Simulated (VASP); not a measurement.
# Cr2Ni (P6/mmm) in VASP: single point with PBE

Aim: the single point of Cr2Ni with PBE.

Program: VASP 6.6.1. These are calculated values, not measurements. Logs are shortened: lines on timing, memory, paths and dates and some standing lists are left out, and cuts for length are marked.

## Step 1: The cell of the first run

The structure is hexagonal, space group P6/mmm (No. 191). Conventional cell: a = 3.216 Å, b = 3.216 Å, c = 3.473 Å, α = 90.00°, β = 90.00°, γ = 120.00°. Cr (site symmetry -6m2) has 3 Cr at 1.86 Å and 6 Ni at 2.54 Å within 2.6 Å. Ni (site symmetry 6/mmm) has 12 Cr at 2.54 Å and 8 Ni at 3.22 to 3.47 Å within 3.5 Å.

## Step 2: Single point, PBE, collinear spin, ferromagnetic start

The input, INCAR:

```
PREC     = Accurate       # precision mode
ENCUT    = 700            # plane-wave cutoff, eV
EDIFF    = 1E-6           # SCF threshold, eV
ISMEAR   = 0              # smearing method
SIGMA    = 0.1            # smearing width, eV
LREAL    = F              # projectors in reciprocal space
LASPH    = T              # aspherical terms in the spheres
NELM     = 200            # most SCF steps
ALGO     = Normal         # electronic algorithm
ISIF     = 2              # what is computed and relaxed
LWAVE    = F              # write WAVECAR
LCHARG   = T              # write CHGCAR
ISPIN    = 2              # spin polarisation
MAGMOM   = 3 3 2          # initial moments
LORBIT   = 11             # projections on sites
LMAXMIX  = 4              # l up to which the mixer works
GGA      = PE             # functional
LELF     = T              # ELF
LVHAR    = T            
NBANDS   = 34             # bands
GGA_COMPAT= F
```

The input, KPOINTS:

```
Automatic mesh
0
Gamma
  6 6 6
```

The input, POSCAR:

```
Cr2Ni
1.0
    3.2161055057      0.0000000000      0.0000000000
   -1.6080527529      2.7852290692      0.0000000000
    0.0000000000      0.0000000000      3.4725391673
Cr Ni
2 1
Direct
    0.3333333333      0.6666666667      0.5000000000
    0.6666666667      0.3333333333      0.5000000000
    0.0000000000      0.0000000000      0.0000000000
```

Potentials or basis: VASP PAW PBE potentials, release 64 (Cr_sv, Ni_sv_GW).

Command:

```
$ cat potpaw_PBE.64/Cr_sv/POTCAR potpaw_PBE.64/Ni_sv_GW/POTCAR > POTCAR
$ mpirun -np 1 vasp_std > vasp.out
```

OUTCAR:

```text
PREC = Accurate
   ENCUT = 700
   EDIFF = 1E-6
   ISMEAR = 0
   LREAL = F
   LASPH = T
   NELM = 200
   ISIF = 2
   ISPIN = 2
   LORBIT = 11
   GGA = PE

 ion  position               nearest neighbor table
   1  0.333  0.667  0.500-   2 1.86   2 1.86   2 1.86   3 2.54   3 2.54   3 2.54   3 2.54   3 2.54
                             3 2.54
   2  0.667  0.333  0.500-   1 1.86   1 1.86   1 1.86   3 2.54   3 2.54   3 2.54   3 2.54   3 2.54
                             3 2.54
   3  0.000  0.000  0.000-   1 2.54   2 2.54   1 2.54   2 2.54   2 2.54   2 2.54   1 2.54   1 2.54
                             2 2.54   2 2.54   1 2.54   1 2.54

  LATTYP: Found a hexagonal cell.
 ALAT       =     3.2161055057
 C/A-ratio  =     1.0797342193

  Lattice vectors:

 A1 = (   3.2161055057,   0.0000000000,   0.0000000000)
 A2 = (  -1.6080527529,   2.7852290692,   0.0000000000)
 A3 = (   0.0000000000,   0.0000000000,   3.4725391673)

Analysis of symmetry for initial positions (statically):
=====================================================================
 Subroutine PRICEL returns:
 Original cell was already a primitive cell.

 Routine SETGRP: Setting up the symmetry group for a
 hexagonal supercell.

 Subroutine GETGRP returns: Found 24 space group operations
 (whereof 24 operations were pure point group operations)
 out of a pool of 24 trial point group operations.

The static configuration has the point symmetry D_6h.

Analysis of symmetry for dynamics (positions and initial velocities):
=====================================================================
 Subroutine PRICEL returns:
 Original cell was already a primitive cell.

 Routine SETGRP: Setting up the symmetry group for a
 hexagonal supercell.

 Subroutine GETGRP returns: Found 24 space group operations
 (whereof 24 operations were pure point group operations)
 out of a pool of 24 trial point group operations.

The dynamic configuration has the point symmetry D_6h.

Analysis of structural, dynamic, and magnetic symmetry:
=====================================================================
 Subroutine PRICEL returns:
 Original cell was already a primitive cell.

 Routine SETGRP: Setting up the symmetry group for a
 hexagonal supercell.

 Subroutine GETGRP returns: Found 24 space group operations
 (whereof 24 operations were pure point group operations)
 out of a pool of 24 trial point group operations.
[... 123 lines left out ...]
     AMIX_MAG =   1.60;   BMIX_MAG =  1.00
  volume/ion in A,a.u.               =      10.37        69.97
  Fermi-wavevector in a.u.,A,eV,Ry     =   1.865154  3.524630 47.331931  3.478799
  Thomas-Fermi vector in A             =   2.912133
   LORBIT       =     11    0 simple, 1 ext, 2 COOP (PROOUT), +10 PAW based schemes
   GGA     = PE    functional components
   LHFCALC =     F    Hartree Fock is set to
   AEXX    =    0.0000 exact exchange contribution
   IVDW    =     0    specifies the selected vdW correction
   LEPSILON=     F    determine dielectric tensor
   LRPA    =     F    only Hartree local field effects (RPA)
 spin polarized calculation
 Gauss-broadening in eV      SIGMA  =   0.10
  energy-cutoff  :      700.00
  volume of cell :       31.11
 maximum number of plane-waves:      1326
 NGX is ok and might be reduce to    28
   NGX = 13   NGY = 13   NGZ = 15

 number of electron      46.0000016 magnetization      -0.0000864

 number of electron      46.0000016 magnetization       0.0000025

 Free energy of the ion-electron system (eV)
  ---------------------------------------------------
  ext. energy  EPLUGINS =         0.00000000
  ---------------------------------------------------
  free energy    TOTEN  =       -21.32300242 eV

  energy without entropy =      -21.31494886  energy(sigma->0) =      -21.31897564

 E-fermi :  13.5334     XC(G=0): -14.0532

 val. band max:       13.5238928508   @ k =   0.0000   0.0000   0.5000
 cond. band min:      13.5526214938   @ k =   0.0000   0.0000   0.3333
 fundamental gap:      0.0287286430
 Fermi energy:        13.5334457789

 spin component 1

 k-point     1 :       0.0000    0.0000    0.0000
  band No.  band energies     occupation
      1     -89.7205      1.00000
      2     -59.0306      1.00000
      3     -56.9145      1.00000
      4     -50.2228      1.00000
      5     -50.0894      1.00000
      6     -50.0894      1.00000
[... 877 lines left out ...]
     33      25.7464      0.00000
     34      26.3557      0.00000

 [... further k-points ...]

 spin component 2

 k-point     1 :       0.0000    0.0000    0.0000
  band No.  band energies     occupation
      1     -89.7205      1.00000
      2     -59.0306      1.00000
      3     -56.9145      1.00000
      4     -50.2228      1.00000
      5     -50.0893      1.00000
      6     -50.0893      1.00000
[... 877 lines left out ...]
     33      25.7464      0.00000
     34      26.3555      0.00000

 [... further k-points ...]
[... 5 lines left out ...]
  --------------------------------------------------------------------------------------
  -------------------------------------------------------------------------------------
  Total       17.0605267     17.0605267      3.0994011     -0.0000000     -0.0000000      0.0000000
  in kB      878.7486245    878.7486245    159.6430453     -0.0000000     -0.0000000      0.0000000
  external PRESSURE =     639.0467648 kB  Pullay stress =       0.0000000 kB

 VOLUME and BASIS-vectors are now :
 -----------------------------------------------------------------------------
  energy-cutoff  :      700.00
  volume of cell :       31.11
      direct lattice vectors                 reciprocal lattice vectors
     3.216105506  0.000000000  0.000000000     0.310935073  0.179518448  0.000000000
    -1.608052753  2.785229069  0.000000000     0.000000000  0.359036896  0.000000000
     0.000000000  0.000000000  3.472539167     0.000000000  0.000000000  0.287973714

 POSITION                                       TOTAL-FORCE (eV/Angst)
 -----------------------------------------------------------------------------------
     -0.00000      1.85682      1.73627        -0.000000      0.000000     -0.000000
      1.60805      0.92841      1.73627         0.000000     -0.000000      0.000000
      0.00000      0.00000      0.00000         0.000000      0.000000      0.000000
 -----------------------------------------------------------------------------------
    total drift:                               -0.000000      0.000000     -0.000000

  FREE ENERGIE OF THE ION-ELECTRON SYSTEM (eV)
  ---------------------------------------------------
  free  energy   TOTEN  =       -21.3230024202 eV

  energy  without entropy=      -21.3149488568  energy(sigma->0) =      -21.31897564

 total charge

# of ion       s       p       d       f       tot
--------------------------------------------------
    1        2.227   6.008   4.209   0.000  12.443
    2        2.227   6.008   4.209   0.000  12.443
    3        2.241   6.301   7.911   0.004  16.457
--------------------------------------------------
tot          6.695  18.316  16.328   0.004  41.343

 magnetization (x)

# of ion       s       p       d       f       tot
--------------------------------------------------
    1        0.000  -0.000  -0.000   0.000  -0.000
    2        0.000  -0.000  -0.000   0.000  -0.000
    3        0.000   0.000   0.000  -0.000   0.000
--------------------------------------------------
tot          0.000   0.000   0.000  -0.000   0.000
```

stdout:

```text
POSCAR found type information on POSCAR CrNi
 POSCAR found :  2 types and       3 ions
 scaLAPACK will be used
 LDA part: xc-table for (Slater+PW92), standard interpolation
 POSCAR, INCAR and KPOINTS ok, starting setup
 FFT: planning ... GRIDC
 FFT: planning ... GRID_SOFT
 FFT: planning ... GRID
 WAVECAR not read
 entering main loop
```

It took 2.2 min on 1 thread of AMD EPYC 7R13 (Zen 3), shared host; peak memory 0.21 GiB.

Results:

| Quantity | Value |
| --- | --- |
| Free energy | -21.3230 eV |
| Pressure | 63.9 GPa |
| Band gap on the k mesh | zero (filled and empty bands overlap) |
| Net moment | 0.00 μB per cell |
| Valence electrons inside the program's atomic spheres | Cr 12.44; Ni 16.46 |

Stress tensor (GPa, compression positive):
```
87.87  0.00  0.00
 0.00 87.87  0.00
 0.00  0.00 15.96
```

Caveat: the k points lie up to 0.38 Å⁻¹ apart; atoms lie so close that the PAW spheres overlap strongly, which falsifies energies and pressures; the moments typed at the start vanished in this run.

The gap in the log of VASP goes by the Fermi energy; the results here count the filled bands.